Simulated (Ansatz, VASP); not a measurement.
## Ga in VASP and in Ansatz

File INCAR:

```
  PREC = Accurate
  ENCUT = 600
  EDIFF = 1E-7
  ISMEAR = -1
  SIGMA = 0.05
  LREAL = F
  LASPH = T
  NELM = 60
  ALGO = Fast
  ISIF = 3
  LWAVE = F
  LCHARG = F
  GGA = B5
  ALDAX = 1.0
  AGGAX = 1.0
  AGGAC = 1.0
  ALDAC = 0.0
  IVDW = 13
  VDW_S6 = 1.0
  VDW_S8 = 2.34076671
  VDW_A1 = 0.44488865
  VDW_A2 = 4.0933009
  IBRION = 2
  NSW = 60
  EDIFFG = -0.01
```

File KPOINTS:

```
regular mesh
0
Gamma
  13 13 13
```

POSCAR

```
Ga
1.0
   -1.3843987196      1.3843987196      2.3112238365
    1.3843987196     -1.3843987196      2.3112238365
    1.3843987196      1.3843987196     -2.3112238365
Ga
1
Direct
    0.0000000000      0.0000000000      0.0000000000
```

input.yaml

```yaml
crystal:
  lattice:
    - [-1.3843987196, 1.3843987196, 2.3112238365]
    - [1.3843987196, -1.3843987196, 2.3112238365]
    - [1.3843987196, 1.3843987196, -2.3112238365]
  atoms:
    - { symbol: Ga, position: [0.0, 0.0, 0.0] }
hamiltonian:
  xc: blyp
  pseudopotentials: { kind: paw }
  dispersion: d4
kpoints:
  mp_grid: { grid: [13, 13, 13] }
scf:
  occupations: { method: fermi_dirac, width: 0.05 }
output:
  forces: true
  stress: true
  eigenvalues: true
relax:
  f_tol: 0.01
  max_steps: 40
  cell: { stress_tol: 0.05 }
```

Alike in both runs: task relaxation of cell and atoms; functional BLYP; dispersion D4; k mesh 13 × 13 × 13; occupations fermi-dirac, width 0.05 eV; no spin polarisation.

```csv
,VASP,Ansatz
version,VASP 6.6.1,Ansatz 0.2.0
potentials or method,"VASP PAW PBE potentials, release 64 (Ga_d)",Ansatz PAW
plane-wave cutoff (eV),600,420
valence electrons in the cell,13,13
```

VASP gave:

```
gap on the k mesh at the Fermi level, each at its own relaxed structure (eV) : none
relaxed volume (Å³/atom)                                                     : 18.06
relaxed cell length with the largest relative difference (Å)                 : 3.049
```

Which values does Ansatz return?

gap on the k mesh at the Fermi level, each at its own relaxed structure (eV): none; relaxed volume (Å³/atom): 18.06; relaxed cell length with the largest relative difference (Å): 3.051.

VASP's potentials were made for PBE, not for BLYP. A gap of «none» marks a metal or a gap that the smearing closes.

Noted on Ansatz's run: the plane-wave basis is chosen anew once the cell has moved, so the energies of steps on either side of that aren't comparable.
